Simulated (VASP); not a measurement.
CrRh3, 4 atoms in the cell. Symmetry: Pm-3m, No. 221, cubic system. Conventional cell: a = 3.791 Å, b = 3.791 Å, c = 3.791 Å, α = 90.00°, β = 90.00°, γ = 90.00°. Cr (site symmetry m-3m) has 12 Rh at 2.68 Å within 3.5 Å. Within 3.5 Å of Rh (site symmetry 4/mmm) lie 4 Cr at 2.68 Å and 8 Rh at 2.68 Å. 

```yaml
Program: VASP 6.6.1
Task: single point
Functional: PBEsol
Potentials_or_basis: VASP PAW PBE potentials, release 64 (Cr_pv, Rh_pv)
Cutoff: 520 eV
k_mesh: 8 × 8 × 8
Occupations: fermi-dirac, width 0.05 eV
Spin: collinear spin, ferrimagnetic start
Starting_moments: "[1.8, -0.2, -0.2, -0.2] μB"
Dipole_correction: no
Further_INCAR_settings: ALGO = Normal; EDIFF = 1e-06; NBANDS = 40
```

Potentials or basis: VASP PAW PBE potentials, release 64 (Cr_pv, Rh_pv).

Command:

```console
$ cat potpaw_PBE.64/Cr_pv/POTCAR potpaw_PBE.64/Rh_pv/POTCAR > POTCAR
$ mpirun -np 1 vasp_std > vasp.out
```

Hardware: 1 thread of Intel(R) Xeon(R) 6975P-C (Granite Rapids), on a shared host.

Question: How long does it take, and how much memory?

Answer: Wall time 120 s on 1 thread of Intel(R) Xeon(R) 6975P-C (Granite Rapids), with other jobs on the host, peak memory 0.25 GiB. Counts: scf iterations 34, k points 35.
